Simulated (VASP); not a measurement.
# Si2Ni (R3m) in VASP: single point with PBE

Aim: the single point of Si2Ni with PBE.

All numbers are computed with VASP 6.6.1; they aren't measurements. Logs are shortened: lines on timing, memory, paths and dates and some standing lists are left out, and cuts for length are marked.

## (1) The cell of the first run

Symmetry: R3m, No. 160, trigonal system. The conventional cell has a = 7.703 Å, b = 7.703 Å, c = 9.434 Å, α = 90.00°, β = 90.00°, γ = 120.00°. Si (site symmetry 3m) has 4 Ni at 2.21 to 2.41 Å and 6 Si at 2.64 to 2.81 Å within 2.9 Å. Si (site symmetry m) has 4 Ni at 2.36 Å and 6 Si at 2.72 Å within 3.1 Å. Within 3.1 Å of Si (site symmetry 3m) lie 4 Ni at 2.36 Å and 6 Si at 2.72 Å. Si (site symmetry m) has 4 Ni at 2.36 Å and 6 Si at 2.64 to 2.81 Å within 3.1 Å. Within 2.9 Å of Ni (site symmetry 3m) lie 8 Si at 2.21 to 2.36 Å. Within 3.1 Å of Ni (site symmetry m) lie 8 Si at 2.36 to 2.41 Å.

## (2) Single point, PBE (atom 1 (Si) moved +0.150 Å towards its neighbour atom 9 (Ni) at 2.359 Å)

File INCAR:

```
PREC = Accurate ; ENCUT = 520
EDIFF = 1E-6 ; ISMEAR = 0
SIGMA = 0.15 ; LREAL = F
LASPH = T ; NELM = 80
ALGO = Normal ; ISIF = 2
LWAVE = F ; LCHARG = F
GGA = PE ; NBANDS = 48
```

File KPOINTS:

```
regular mesh
0
Gamma
  10 10 10
```

File POSCAR:

```
Si2Ni
1.0
    5.4468258007      0.0000000000      0.0000000000
    0.0000000000     -5.4468258007      0.0000000000
    0.0000000000      0.0000000000     -5.4468258007
Si Ni
8 4
Direct
    0.2341003653      0.2658996347      0.2658996347
    0.7500000000      0.7500000000      0.2500000000
    0.7500000000      0.2500000000      0.7500000000
    0.2500000000      0.7500000000      0.7500000000
    0.7500000000      0.7500000000      0.7500000000
    0.2500000000      0.2500000000      0.7500000000
    0.2500000000      0.7500000000      0.2500000000
    0.7500000000      0.2500000000      0.2500000000
    0.0000000000      0.5000000000      0.5000000000
    0.5000000000      0.0000000000      0.5000000000
    0.5000000000      0.5000000000      0.0000000000
    0.0000000000      1.0000000000      1.0000000000
```

Potentials or basis: VASP PAW PBE potentials, release 64 (Si, Ni).

Launch:

```sh
cat potpaw_PBE.64/Si/POTCAR potpaw_PBE.64/Ni/POTCAR > POTCAR
mpirun -np 1 vasp_std > vasp.out
```

OUTCAR:

```text
PREC = Accurate
   ENCUT = 520
   EDIFF = 1E-6
   ISMEAR = 0
   LREAL = F
   LASPH = T
   NELM = 80
   ISIF = 2
   GGA = PE

 ion  position               nearest neighbor table
   1  0.234  0.266  0.266-   9 2.21  10 2.41  11 2.41  12 2.41   7 2.64   8 2.64   6 2.64   8 2.81
                             6 2.81   7 2.81
   2  0.750  0.750  0.250-   9 2.36  10 2.36  11 2.36  12 2.36   7 2.72   8 2.72   5 2.72   5 2.72
                             8 2.72   7 2.72
   3  0.750  0.250  0.750-   9 2.36  10 2.36  11 2.36  12 2.36   6 2.72   8 2.72   5 2.72   8 2.72
                             5 2.72   6 2.72
   4  0.250  0.750  0.750-   9 2.36  10 2.36  11 2.36  12 2.36   6 2.72   7 2.72   5 2.72   7 2.72
                             6 2.72   5 2.72
   5  0.750  0.750  0.750-   9 2.36  10 2.36  11 2.36  12 2.36   3 2.72   4 2.72   2 2.72   2 2.72
                             3 2.72   4 2.72
   6  0.250  0.250  0.750-   9 2.36  10 2.36  11 2.36  12 2.36   1 2.64   3 2.72   4 2.72   4 2.72
                             3 2.72   1 2.81
   7  0.250  0.750  0.250-   9 2.36  10 2.36  11 2.36  12 2.36   1 2.64   2 2.72   4 2.72   4 2.72
                             2 2.72   1 2.81
   8  0.750  0.250  0.250-   9 2.36  10 2.36  11 2.36  12 2.36   1 2.64   2 2.72   3 2.72   3 2.72
                             2 2.72   1 2.81
   9  0.000  0.500  0.500-   1 2.21   2 2.36   3 2.36   4 2.36   5 2.36   6 2.36   7 2.36   8 2.36

  10  0.500  0.000  0.500-   2 2.36   3 2.36   4 2.36   5 2.36   6 2.36   7 2.36   8 2.36   1 2.41

  11  0.500  0.500  0.000-   2 2.36   3 2.36   4 2.36   5 2.36   6 2.36   7 2.36   8 2.36   1 2.41

  12  0.000  0.000  0.000-   2 2.36   3 2.36   4 2.36   5 2.36   6 2.36   7 2.36   8 2.36   1 2.41

  LATTYP: Found a simple cubic cell.
 ALAT       =     5.4468258007

  Lattice vectors:

 A1 = (   5.4468258007,   0.0000000000,   0.0000000000)
 A2 = (   0.0000000000,  -5.4468258007,   0.0000000000)
 A3 = (   0.0000000000,   0.0000000000,  -5.4468258007)

Analysis of symmetry for initial positions (statically):
=====================================================================
 Subroutine PRICEL returns:
 Original cell was already a primitive cell.

 Routine SETGRP: Setting up the symmetry group for a
 simple cubic supercell.

 Subroutine GETGRP returns: Found  6 space group operations
 (whereof  2 operations were pure point group operations)
 out of a pool of 48 trial point group operations.

The static configuration has the point symmetry C_1h.
 The point group associated with its full space group is C_3v.

Analysis of symmetry for dynamics (positions and initial velocities):
=====================================================================
 Subroutine PRICEL returns:
 Original cell was already a primitive cell.

 Routine SETGRP: Setting up the symmetry group for a
 simple cubic supercell.

 Subroutine GETGRP returns: Found  6 space group operations
 (whereof  2 operations were pure point group operations)
 out of a pool of 48 trial point group operations.

The dynamic configuration has the point symmetry C_1h.
 The point group associated with its full space group is C_3v.

 Subroutine INISYM returns: Found  6 space group operations
 (whereof  2 operations are pure point group operations),
 and found     1 'primitive' translations

----------------------------------------------------------------------------------------

                                     Primitive cell

  volume of cell :     161.5959

  direct lattice vectors                    reciprocal lattice vectors
     5.446825801  0.000000000  0.000000000     0.183593167  0.000000000  0.000000000
     0.000000000 -5.446825801  0.000000000     0.000000000 -0.183593167  0.000000000
     0.000000000  0.000000000 -5.446825801     0.000000000  0.000000000 -0.183593167

  length of vectors
     5.446825801  5.446825801  5.446825801     0.183593167  0.183593167  0.183593167

  position of ions in fractional coordinates (direct lattice)
     0.234100365  0.265899635  0.265899635
     0.750000000  0.750000000  0.250000000
     0.750000000  0.250000000  0.750000000
     0.250000000  0.750000000  0.750000000
     0.750000000  0.750000000  0.750000000
     0.250000000  0.250000000  0.750000000
     0.250000000  0.750000000  0.250000000
     0.750000000  0.250000000  0.250000000
[... 31 lines left out ...]
     0.018359317  0.000000000  0.000000000     0.100000000  0.000000000  0.000000000
     0.000000000 -0.018359317  0.000000000     0.000000000  0.100000000  0.000000000
     0.000000000  0.000000000 -0.018359317     0.000000000  0.000000000  0.100000000

  Length of vectors
     0.018359317  0.018359317  0.018359317

  Shift w.r.t. Gamma in fractional coordinates (k-lattice)
     0.000000000  0.000000000  0.000000000

 Subroutine IBZKPT returns following result:
 ===========================================

 Found    116 irreducible k-points:

 Following reciprocal coordinates:
            Coordinates               Weight
  0.000000  0.000000  0.000000      1.000000
  0.100000  0.000000  0.000000      6.000000
  0.200000  0.000000  0.000000      6.000000
  0.300000  0.000000  0.000000      6.000000
  0.400000  0.000000  0.000000      6.000000
  0.500000  0.000000  0.000000      3.000000
[... 16 lines left out ...]
  0.300000  0.300000  0.000000      6.000000
  0.000000  0.300000  0.300000      6.000000
 [... further k-points ...]
   k-points           NKPTS =    116   k-points in BZ     NKDIM =    116   number of bands    NBANDS=     48
   number of dos      NEDOS =    301   number of ions     NIONS =     12
   total plane-waves  NPLWV =  74088
   dimension x,y,z NGX =    42 NGY =   42 NGZ =   42
   dimension x,y,z NGXF=    84 NGYF=   84 NGZF=   84
   ions per type =               8   4
   NGX,Y,Z   is equivalent  to a cutoff of  12.82, 12.82, 12.82 a.u.
   NGXF,Y,Z  is equivalent  to a cutoff of  25.64, 25.64, 25.64 a.u.
 SYSTEM =  unknown system
   PREC   = accura    normal or accurate (medium, high low for compatibility)
   ISTART =      0    job   : 0-new  1-cont  2-samecut
   ICHARG =      2    charge: 1-file 2-atom 10-const
   ISPIN  =      1    spin polarized calculation?
   LNONCOLLINEAR =      F non collinear calculations
   LSORBIT =      F    spin-orbit coupling
   LASPH  =      T    aspherical Exc in radial PAW
   ENCUT  =  520.0 eV  38.22 Ry    6.18 a.u.  10.13 10.13 10.13*2*pi/ulx,y,z
   NELM   =     80;   NELMIN=  2; NELMDL= -5     # of ELM steps
   EDIFF  = 0.1E-05   stopping-criterion for ELM
   LREAL  =      F    real-space projection
   EDIFFG = 0.1E-04   stopping-criterion for IOM
   NSW    =      0    number of steps for IOM
   IBRION =     -1    ionic relax: 0-MD 1-quasi-New 2-CG
   NFREE  =      0    steps in history (QN), initial steepest desc. (CG)
   ISIF   =      2    stress and relaxation
   ISYM   =      2    0-nonsym 1-usesym 2-fastsym
   POTIM  = 0.5000    time-step for ionic-motion
   TEBEG  =    0.0;   TEEND  =   0.0 temperature during run
   PSTRESS=    0.0 pullay stress
   NELECT =      72.0000    total number of electrons
   NUPDOWN=      -1.0000    fix difference up-down
   EMIN   =  10.00;   EMAX   =-10.00  energy-range for DOS
   EFERMI =   0.00;   METHOD = LEGACY
   ISMEAR =     0;   SIGMA  =   0.15  broadening in eV -4-tet -1-fermi 0-gaus
   EFERMI_NEDOS =   21; number of points for ismear=-14 and -15
   IALGO  =     38    algorithm
   IMIX   =      4    mixing-type and parameters
     AMIX     =   0.40;   BMIX     =  1.00
     AMIX_MAG =   1.60;   BMIX_MAG =  1.00
  volume/ion in A,a.u.               =      13.47        90.88
  Fermi-wavevector in a.u.,A,eV,Ry     =   1.250380  2.362876 21.272046  1.563451
  Thomas-Fermi vector in A             =   2.384377
   LORBIT       =      0    0 simple, 1 ext, 2 COOP (PROOUT), +10 PAW based schemes
   GGA     = PE    functional components
   LHFCALC =     F    Hartree Fock is set to
   AEXX    =    0.0000 exact exchange contribution
   IVDW    =     0    specifies the selected vdW correction
   LEPSILON=     F    determine dielectric tensor
   LRPA    =     F    only Hartree local field effects (RPA)
 non-spin polarized calculation
 Gauss-broadening in eV      SIGMA  =   0.15
  energy-cutoff  :      520.00
  volume of cell :      161.60
 maximum number of plane-waves:      4388
 NGX is ok and might be reduce to    42
   NGX = 21   NGY = 21   NGZ = 21

 number of electron      72.0000068 magnetization

 Free energy of the ion-electron system (eV)
  ---------------------------------------------------
  ext. energy  EPLUGINS =         0.00000000
  ---------------------------------------------------
  free energy    TOTEN  =       -69.38089275 eV

  energy without entropy =      -69.33699504  energy(sigma->0) =      -69.35894389

 E-fermi :  10.0813     XC(G=0): -11.4822

 val. band max:       10.0804011431   @ k =   0.2000   0.0000   0.0000
 cond. band min:      10.0815645737   @ k =   0.2000   0.0000   0.0000
 fundamental gap:      0.0011634305
 Fermi energy:        10.0813096416

 k-point     1 :       0.0000    0.0000    0.0000
  band No.  band energies     occupation
      1      -3.5259      2.00000
      2       0.3643      2.00000
      3       0.3765      2.00000
      4       0.3765      2.00000
      5       2.2327      2.00000
      6       2.2595      2.00000
[... 1213 lines left out ...]
     47      14.2646      0.00000
     48      14.3526      0.00000

 [... further k-points ...]

------------------------ aborting loop because EDIFF is reached ----------------------------------------

  FORCE on cell =-STRESS in cart. coord.  units (eV):
  Direction    XX          YY          ZZ          XY          YZ          ZX
  --------------------------------------------------------------------------------------
  -------------------------------------------------------------------------------------
  Total        0.1076440      0.1076440      0.1076440      0.7602698      0.7602698      0.7602698
  in kB        1.0672595      1.0672595      1.0672595      7.5378566      7.5378566      7.5378566
  external PRESSURE =       1.0672595 kB  Pullay stress =       0.0000000 kB

 VOLUME and BASIS-vectors are now :
 -----------------------------------------------------------------------------
  energy-cutoff  :      520.00
  volume of cell :      161.60
      direct lattice vectors                 reciprocal lattice vectors
     5.446825801  0.000000000  0.000000000     0.183593167  0.000000000  0.000000000
     0.000000000 -5.446825801  0.000000000     0.000000000 -0.183593167  0.000000000
     0.000000000  0.000000000 -5.446825801     0.000000000  0.000000000 -0.183593167

 POSITION                                       TOTAL-FORCE (eV/Angst)
 -----------------------------------------------------------------------------------
      1.27510     -1.44831     -1.44831         0.915471      0.915471      0.915471
      4.08512     -4.08512     -1.36171        -0.084642     -0.084642      0.039707
      4.08512     -1.36171     -4.08512        -0.084642      0.039707     -0.084642
      1.36171     -4.08512     -4.08512         0.039707     -0.084642     -0.084642
      4.08512     -4.08512     -4.08512        -0.063760     -0.063760     -0.063760
      1.36171     -1.36171     -4.08512         0.047951      0.047951     -0.259659
      1.36171     -4.08512     -1.36171         0.047951     -0.259659      0.047951
      4.08512     -1.36171     -1.36171        -0.259659      0.047951      0.047951
      0.00000     -2.72341     -2.72341        -0.482732     -0.482732     -0.482732
      2.72341      0.00000     -2.72341        -0.093413     -0.093413      0.111182
      2.72341     -2.72341      0.00000        -0.093413      0.111182     -0.093413
      0.00000      0.00000      0.00000         0.111182     -0.093413     -0.093413
 -----------------------------------------------------------------------------------
    total drift:                                0.000071      0.000071      0.000071

  FREE ENERGIE OF THE ION-ELECTRON SYSTEM (eV)
  ---------------------------------------------------
  free  energy   TOTEN  =       -69.3808927459 eV

  energy  without entropy=      -69.3369950433  energy(sigma->0) =      -69.35894389
```

Run time: 9.1 min. Hardware: 1 thread of Intel Xeon 6975P-C (Granite Rapids), shared host; peak memory 0.71 GiB.

What came out:

| Quantity | Value |
| --- | --- |
| Free energy | -69.3809 eV |
| Pressure | 0.1 GPa |
| Largest force | 1.586 eV/Å |
| Band gap on the k mesh | zero (bands 36 and 37 overlap by 0.85 eV) |

Forces on the atoms (eV/Å):
```
Si   0.915  0.915  0.915
Si  -0.085 -0.085  0.040
Si  -0.085  0.040 -0.085
Si   0.040 -0.085 -0.085
Si  -0.064 -0.064 -0.064
Si   0.048  0.048 -0.260
Si   0.048 -0.260  0.048
Si  -0.260  0.048  0.048
Ni  -0.483 -0.483 -0.483
Ni  -0.093 -0.093  0.111
Ni  -0.093  0.111 -0.093
Ni   0.111 -0.093 -0.093
```

Stress tensor (GPa, compression positive):
```
0.11 0.75 0.75
0.75 0.11 0.75
0.75 0.75 0.11
```

Caveat: the cell differs from its parent crystal (atom 1 (Si) moved +0.150 Å towards its neighbour atom 9 (Ni) at 2.359 Å); forces of over 1 eV/Å act on the atoms, so gaps and moduli don't describe the material at rest. Spin polarisation is off, so any magnetic state and its effect on volume and gap are missing.
